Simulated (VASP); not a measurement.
# AlB2As3 (P4/mmm) in VASP: single point with PBE

Aim: the single point of AlB2As3 with PBE.

All numbers are computed with VASP 6.6.1; they aren't measurements. Logs are shortened: lines on timing, memory, paths and dates and some standing lists are left out, and cuts for length are marked.

### 1 The cell of the first run

The structure is tetragonal, space group P4/mmm (No. 123). The conventional cell has a = 3.830 Å, b = 3.830 Å, c = 7.879 Å, α = 90.00°, β = 90.00°, γ = 90.00°. Within 2.8 Å of Al (site symmetry 4/mmm) lie 2 B at 2.02 Å and 4 As at 2.71 Å. B (site symmetry 4mm) has 1 As at 1.92 Å and 1 Al at 2.02 Å within 2.5 Å. As (site symmetry 4/mmm) has 2 B at 1.92 Å within 2.5 Å. Within 3.6 Å of As (site symmetry 4/mmm) lie 4 Al at 2.71 Å and 8 B at 3.38 Å. As (site symmetry 4/mmm) has 4 As at 2.71 Å and 8 B at 3.32 Å within 3.6 Å.

The cell was generated, and may not be a known phase.

### 2 Single point, PBE

The input, INCAR:

```
PREC = Accurate
ENCUT = 560
EDIFF = 1E-6
ISMEAR = 0
SIGMA = 0.1
LREAL = F
LASPH = T
NELM = 120
ALGO = Normal
ISIF = 2
LWAVE = F
LCHARG = F
GGA = PE
NBANDS = 36
GGA_COMPAT = F
```

The input, KPOINTS:

```
regular mesh
0
Gamma
  4 4 2
```

The input, POSCAR:

```
AlB2As3
1.0
    3.8296769691      0.0000000000      0.0000000000
    0.0000000000      3.8296769691      0.0000000000
    0.0000000000      0.0000000000      7.8792458593
Al B As
1 2 3
Direct
    0.0000000000      0.0000000000      0.5000000000
    0.0000000000      0.0000000000      0.7567094326
    0.0000000000      0.0000000000      0.2432905674
    0.0000000000      0.0000000000      0.0000000000
    0.5000000000      0.5000000000      0.5000000000
    0.5000000000      0.5000000000      0.0000000000
```

Potentials or basis: VASP PAW PBE potentials, release 64 (Al, B, As_d).

The run is started by

```bash
$ cat potpaw_PBE.64/Al/POTCAR potpaw_PBE.64/B/POTCAR potpaw_PBE.64/As_d/POTCAR > POTCAR
$ mpirun -np 1 vasp_std > vasp.out
```

OUTCAR:

```text
PREC = Accurate
   ENCUT = 560
   EDIFF = 1E-6
   ISMEAR = 0
   LREAL = F
   LASPH = T
   NELM = 120
   ISIF = 2
   GGA = PE

 ion  position               nearest neighbor table
   1  0.000  0.000  0.500-   2 2.02   3 2.02   5 2.71   5 2.71   5 2.71   5 2.71
   2  0.000  0.000  0.757-   4 1.92   1 2.02
   3  0.000  0.000  0.243-   4 1.92   1 2.02
   4  0.000  0.000  0.000-   2 1.92   3 1.92   6 2.71   6 2.71   6 2.71   6 2.71
   5  0.500  0.500  0.500-   1 2.71   1 2.71   1 2.71   1 2.71
   6  0.500  0.500  0.000-   4 2.71   4 2.71   4 2.71   4 2.71

  LATTYP: Found a simple tetragonal cell.
 ALAT       =     3.8296769691
 C/A-ratio  =     2.0574178770

  Lattice vectors:

 A1 = (   3.8296769691,   0.0000000000,   0.0000000000)
 A2 = (   0.0000000000,   3.8296769691,   0.0000000000)
 A3 = (   0.0000000000,   0.0000000000,   7.8792458593)

Analysis of symmetry for initial positions (statically):
=====================================================================
 Subroutine PRICEL returns:
 Original cell was already a primitive cell.

 Routine SETGRP: Setting up the symmetry group for a
 simple tetragonal supercell.

 Subroutine GETGRP returns: Found 16 space group operations
 (whereof 16 operations were pure point group operations)
 out of a pool of 16 trial point group operations.

The static configuration has the point symmetry D_4h.

Analysis of symmetry for dynamics (positions and initial velocities):
=====================================================================
 Subroutine PRICEL returns:
 Original cell was already a primitive cell.

 Routine SETGRP: Setting up the symmetry group for a
 simple tetragonal supercell.

 Subroutine GETGRP returns: Found 16 space group operations
 (whereof 16 operations were pure point group operations)
 out of a pool of 16 trial point group operations.

The dynamic configuration has the point symmetry D_4h.

 Subroutine INISYM returns: Found 16 space group operations
 (whereof 16 operations are pure point group operations),
 and found     1 'primitive' translations

----------------------------------------------------------------------------------------

                                     Primitive cell

  volume of cell :     115.5604

  direct lattice vectors                    reciprocal lattice vectors
     3.829676969  0.000000000  0.000000000     0.261118629  0.000000000  0.000000000
     0.000000000  3.829676969  0.000000000     0.000000000  0.261118629  0.000000000
     0.000000000  0.000000000  7.879245859     0.000000000  0.000000000  0.126915700

  length of vectors
     3.829676969  3.829676969  7.879245859     0.261118629  0.261118629  0.126915700

  position of ions in fractional coordinates (direct lattice)
     0.000000000  0.000000000  0.500000000
     0.000000000  0.000000000  0.756709433
     0.000000000  0.000000000  0.243290567
     0.000000000  0.000000000  0.000000000
     0.500000000  0.500000000  0.500000000
     0.500000000  0.500000000  0.000000000

  ion indices of the primitive-cell ions
   primitive index   ion index
                 1           1
                 2           2
                 3           3
                 4           4
                 5           5
                 6           6

----------------------------------------------------------------------------------------

 KPOINTS: regular mesh

Automatic generation of k-mesh.
 Grid dimensions read from file:
 generate k-points for:    4    4    2

 Generating k-lattice:

  Cartesian coordinates                     Fractional coordinates (reciprocal lattice)
     0.065279657  0.000000000  0.000000000     0.250000000  0.000000000  0.000000000
     0.000000000  0.065279657  0.000000000     0.000000000  0.250000000  0.000000000
     0.000000000  0.000000000  0.063457850     0.000000000  0.000000000  0.500000000

  Length of vectors
     0.065279657  0.065279657  0.063457850

  Shift w.r.t. Gamma in fractional coordinates (k-lattice)
     0.000000000  0.000000000  0.000000000

 Subroutine IBZKPT returns following result:
 ===========================================

 Found     12 irreducible k-points:

 Following reciprocal coordinates:
            Coordinates               Weight
  0.000000  0.000000  0.000000      1.000000
  0.250000  0.000000  0.000000      4.000000
  0.500000  0.000000  0.000000      2.000000
  0.250000  0.250000  0.000000      4.000000
  0.500000  0.250000  0.000000      4.000000
  0.500000  0.500000  0.000000      1.000000
  0.000000  0.000000  0.500000      1.000000
  0.250000  0.000000  0.500000      4.000000
  0.500000  0.000000  0.500000      2.000000
  0.250000  0.250000  0.500000      4.000000
  0.500000  0.250000  0.500000      4.000000
  0.500000  0.500000  0.500000      1.000000
   k-points           NKPTS =     12   k-points in BZ     NKDIM =     12   number of bands    NBANDS=     36
   number of dos      NEDOS =    301   number of ions     NIONS =      6
   total plane-waves  NPLWV =  57600
   dimension x,y,z NGX =    30 NGY =   30 NGZ =   64
   dimension x,y,z NGXF=    60 NGYF=   60 NGZF=  128
   ions per type =               1   2   3
   NGX,Y,Z   is equivalent  to a cutoff of  13.02, 13.02, 13.50 a.u.
   NGXF,Y,Z  is equivalent  to a cutoff of  26.05, 26.05, 27.01 a.u.
 SYSTEM =  unknown system
   PREC   = accura    normal or accurate (medium, high low for compatibility)
   ISTART =      0    job   : 0-new  1-cont  2-samecut
   ICHARG =      2    charge: 1-file 2-atom 10-const
   ISPIN  =      1    spin polarized calculation?
   LNONCOLLINEAR =      F non collinear calculations
   LSORBIT =      F    spin-orbit coupling
   LASPH  =      T    aspherical Exc in radial PAW
   ENCUT  =  560.0 eV  41.16 Ry    6.42 a.u.   7.39  7.39 15.20*2*pi/ulx,y,z
   NELM   =    120;   NELMIN=  2; NELMDL= -5     # of ELM steps
   EDIFF  = 0.1E-05   stopping-criterion for ELM
   LREAL  =      F    real-space projection
   EDIFFG = 0.1E-04   stopping-criterion for IOM
   NSW    =      0    number of steps for IOM
   IBRION =     -1    ionic relax: 0-MD 1-quasi-New 2-CG
   NFREE  =      0    steps in history (QN), initial steepest desc. (CG)
   ISIF   =      2    stress and relaxation
   ISYM   =      2    0-nonsym 1-usesym 2-fastsym
   POTIM  = 0.5000    time-step for ionic-motion
   TEBEG  =    0.0;   TEEND  =   0.0 temperature during run
   PSTRESS=    0.0 pullay stress
   NELECT =      54.0000    total number of electrons
   NUPDOWN=      -1.0000    fix difference up-down
   EMIN   =  10.00;   EMAX   =-10.00  energy-range for DOS
   EFERMI =   0.00;   METHOD = LEGACY
   ISMEAR =     0;   SIGMA  =   0.10  broadening in eV -4-tet -1-fermi 0-gaus
   EFERMI_NEDOS =   21; number of points for ismear=-14 and -15
   IALGO  =     38    algorithm
   IMIX   =      4    mixing-type and parameters
     AMIX     =   0.40;   BMIX     =  1.00
     AMIX_MAG =   1.60;   BMIX_MAG =  1.00
  volume/ion in A,a.u.               =      19.26       129.97
  Fermi-wavevector in a.u.,A,eV,Ry     =   1.270388  2.400686 21.958253  1.613886
  Thomas-Fermi vector in A             =   2.403378
   LORBIT       =      0    0 simple, 1 ext, 2 COOP (PROOUT), +10 PAW based schemes
   GGA     = PE    functional components
   LHFCALC =     F    Hartree Fock is set to
   AEXX    =    0.0000 exact exchange contribution
   IVDW    =     0    specifies the selected vdW correction
   LEPSILON=     F    determine dielectric tensor
   LRPA    =     F    only Hartree local field effects (RPA)
 non-spin polarized calculation
 Gauss-broadening in eV      SIGMA  =   0.10
  energy-cutoff  :      560.00
  volume of cell :      115.56
 maximum number of plane-waves:      3519
 NGX is ok and might be reduce to    30
   NGX = 15   NGY = 15   NGZ = 31

 number of electron      54.0000001 magnetization

 Free energy of the ion-electron system (eV)
  ---------------------------------------------------
  ext. energy  EPLUGINS =         0.00000000
  ---------------------------------------------------
  free energy    TOTEN  =       -24.47047587 eV

  energy without entropy =      -24.45199239  energy(sigma->0) =      -24.46123413

 E-fermi :   3.0034     XC(G=0):  -9.8914

 val. band max:        2.9769664636   @ k =   0.5000   0.2500   0.0000
 cond. band min:       3.0078710398   @ k =   0.5000   0.0000   0.5000
 fundamental gap:      0.0309045761
 Fermi energy:         3.0034092823

 k-point     1 :       0.0000    0.0000    0.0000
  band No.  band energies     occupation
      1     -33.4890      2.00000
      2     -33.4787      2.00000
      3     -33.4221      2.00000
      4     -33.3829      2.00000
      5     -33.3829      2.00000
      6     -32.9247      2.00000
[... 28 lines left out ...]
     35       8.5219      0.00000
     36       8.5604      0.00000

 k-point     2 :       0.2500    0.0000    0.0000
  band No.  band energies     occupation
      1     -33.4852      2.00000
      2     -33.4771      2.00000
      3     -33.4212      2.00000
      4     -33.3830      2.00000
      5     -33.3827      2.00000
      6     -32.9272      2.00000
[... 28 lines left out ...]
     35       8.5114      0.00000
     36       8.7112      0.00000

 k-point     3 :       0.5000    0.0000    0.0000
  band No.  band energies     occupation
      1     -33.4813      2.00000
      2     -33.4756      2.00000
      3     -33.4202      2.00000
      4     -33.3831      2.00000
      5     -33.3825      2.00000
      6     -32.9323      2.00000
[... 28 lines left out ...]
     35       7.3244      0.00000
     36       9.3045      0.00000
[... 274 lines left out ...]
 k-point    11 :       0.5000    0.2500    0.5000
  band No.  band energies     occupation
      1     -33.4831      2.00000
      2     -33.4748      2.00000
      3     -33.4213      2.00000
      4     -33.3833      2.00000
      5     -33.3831      2.00000
      6     -32.9313      2.00000
[... 28 lines left out ...]
     35       7.6295      0.00000
     36      10.0161      0.00000

 k-point    12 :       0.5000    0.5000    0.5000
  band No.  band energies     occupation
      1     -33.4848      2.00000
      2     -33.4739      2.00000
      3     -33.4224      2.00000
      4     -33.3836      2.00000
      5     -33.3836      2.00000
      6     -32.9304      2.00000
[... 28 lines left out ...]
     35       9.6338      0.00000
     36      11.7859      0.00000

------------------------ aborting loop because EDIFF is reached ----------------------------------------

  FORCE on cell =-STRESS in cart. coord.  units (eV):
  Direction    XX          YY          ZZ          XY          YZ          ZX
  --------------------------------------------------------------------------------------
  -------------------------------------------------------------------------------------
  Total        0.0376103      0.0376103     -0.1597699      0.0000000      0.0000000      0.0000000
  in kB        0.5214451      0.5214451     -2.2151163      0.0000000      0.0000000      0.0000000
  external PRESSURE =      -0.3907420 kB  Pullay stress =       0.0000000 kB

 VOLUME and BASIS-vectors are now :
 -----------------------------------------------------------------------------
  energy-cutoff  :      560.00
  volume of cell :      115.56
      direct lattice vectors                 reciprocal lattice vectors
     3.829676969  0.000000000  0.000000000     0.261118629  0.000000000  0.000000000
     0.000000000  3.829676969  0.000000000     0.000000000  0.261118629  0.000000000
     0.000000000  0.000000000  7.879245859     0.000000000  0.000000000  0.126915700

 POSITION                                       TOTAL-FORCE (eV/Angst)
 -----------------------------------------------------------------------------------
      0.00000      0.00000      3.93962        -0.000000     -0.000000     -0.000000
      0.00000      0.00000      5.96230         0.000000      0.000000      0.026874
      0.00000      0.00000      1.91695        -0.000000      0.000000     -0.026874
      0.00000      0.00000      0.00000        -0.000000     -0.000000     -0.000000
      1.91484      1.91484      3.93962        -0.000000     -0.000000     -0.000000
      1.91484      1.91484      0.00000        -0.000000     -0.000000     -0.000000
 -----------------------------------------------------------------------------------
    total drift:                                0.000000      0.000000      0.000000

  FREE ENERGIE OF THE ION-ELECTRON SYSTEM (eV)
  ---------------------------------------------------
  free  energy   TOTEN  =       -24.4704758696 eV

  energy  without entropy=      -24.4519923903  energy(sigma->0) =      -24.46123413
```

Wall time 31 s (1 thread of AMD EPYC 9R45 (Zen 5), shared host); peak memory 0.21 GiB.

What came out:

| Property | Result |
| --- | --- |
| Free energy | -24.4705 eV |
| Pressure | 0.0 GPa |
| Largest force | 0.027 eV/Å |
| Band gap on the k mesh | zero (bands 27 and 28 overlap by 1.75 eV) |

Forces on the atoms (eV/Å):
```
Al   0.000  0.000  0.000
B    0.000  0.000  0.027
B    0.000  0.000 -0.027
As   0.000  0.000  0.000
As   0.000  0.000  0.000
As   0.000  0.000  0.000
```

Stress tensor (GPa, compression positive):
```
 0.05  0.00  0.00
 0.00  0.05  0.00
 0.00  0.00 -0.22
```

Levels at points of the mesh, in eV from the Fermi level:
```tsv
k point	band 24	band 25	band 26	band 27	band 28	band 29	band 30	band 31
(0.00, 0.00, 0.00)	-1.35	-1.35	-0.53	0.53	0.86	0.86	1.44	2.81
(0.50, 0.00, 0.00)	-1.82	-1.31	-0.60	-0.40	0.05	0.20	1.25	1.56
(0.50, 0.50, 0.00)	-4.10	-3.06	-1.43	-1.02	-1.02	0.94	1.08	2.26
(0.00, 0.00, 0.50)	-1.58	-1.58	-0.22	0.68	1.89	1.89	2.04	2.04
(0.50, 0.00, 0.50)	-2.06	-0.92	-0.56	-0.48	-0.35	0.00	0.66	1.58
(0.50, 0.50, 0.50)	-4.32	-4.32	-0.63	-0.25	0.30	0.30	0.55	0.55
```

Caveat: the k points lie up to 0.41 Å⁻¹ apart, too coarse for converged energies and pressures of a metal.

The gap in the log of VASP goes by the Fermi energy; the results here count the filled bands.